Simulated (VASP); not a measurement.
Here is a VASP 6.6.1 calculation.

Contents of INCAR:

```
ALGO = Fast ; EDIFF = 1E-6
ENCUT = 520 ; GGA = PE
ISIF = 2 ; ISMEAR = -1
LASPH = True ; LCHARG = False
LREAL = False ; LWAVE = False
NBANDS = 31 ; NELM = 100
PREC = Accurate ; SIGMA = 0.05
```

Contents of KPOINTS:

```
k-points
0
Gamma
  7 5 5
```

File POSCAR:

```
HPbNO4
1.0
    3.8540400000      0.1438400000      0.0901200000
   -0.2532000000      5.5269800000      0.1647100000
   -0.4819700000     -1.9272000000      5.7202500000
H Pb N O
1 1 1 4
Direct
    0.1091300000      0.6571800000      0.5446300000
    0.6102900000      0.5212700000      0.1510000000
    0.9158000000      0.9626300000      0.9586700000
    0.0138400000      0.1363900000      0.8808400000
    0.7239800000      0.0105700000      0.1285800000
    0.0038900000      0.7373200000      0.8704300000
    0.1192700000      0.5932400000      0.3765100000
```

Potentials or basis: VASP PAW PBE potentials, release 64 (H, Pb_d, N, O).

The run is started by

```bash
$ cat potpaw_PBE.64/H/POTCAR potpaw_PBE.64/Pb_d/POTCAR potpaw_PBE.64/N/POTCAR potpaw_PBE.64/O/POTCAR > POTCAR
$ mpirun -np 1 vasp_std > vasp.out
```

(1) Predict the pressure.

(2) What does it give for the largest force?

(3) Predict the band gap on the k mesh.

Results:

(1) 0.5 GPa.

(2) 0.423 eV/Å.

(3) 3.14 eV (least direct gap 3.22 eV).

Caveat: the standard files for N, O and F lose accuracy on very short bonds; spin-orbit coupling is left out, which moves the levels of the heavy elements; an odd mesh through Γ misses points on the zone boundary, where band edges can lie.
